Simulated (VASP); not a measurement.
The system is Si2Ni.

```
CELL_PARAMETERS angstrom
0.00000 2.70300 2.70300
2.70300 0.00000 2.70300
2.70300 2.70300 0.00000
ATOMIC_POSITIONS crystal
Si 0.25000 0.25000 0.25000
Si 0.75000 0.75000 0.75000
Ni 0.00000 0.00000 0.00000
```

```yaml
Program: VASP 6.6.1
Task: relaxation of cell and atoms
Functional: PBE
Potentials_or_basis: VASP PAW PBE potentials, release 64 (Si, Ni)
Cutoff: 600 eV
k_mesh: 12 × 12 × 12
Occupations: gaussian, width 0.1 eV
Spin: no spin polarisation
```

At the start: pressure 2.9 GPa; volume 13.17 Å³/atom.

Where does the relaxation end?

Over 3 steps the energy falls by 2.6 meV/atom and the volume is 13.45 Å³/atom (+2.1 %); space group Fm-3m (No. 225, to 0.05 Å).

The path:
| step | energy change (eV) | largest force (eV/Å) | pressure (GPa) | volume (Å³) |
| --- | --- | --- | --- | --- |
| 1 | 0.0000 | 0.0000 | 2.94 | 39.50 |
| 2 | -0.0044 | 0.0000 | -1.97 | 40.90 |
| 3 | -0.0079 | 0.0000 | 0.00 | 40.34 |

Final structure:
```
Si Ni
1.0
     0.00000    2.72213    2.72213
     2.72213    0.00000    2.72213
     2.72213    2.72213    0.00000
Si Ni
2 1
Direct
  0.25000 0.25000 0.25000
  0.75000 0.75000 0.75000
  0.00000 0.00000 0.00000
```
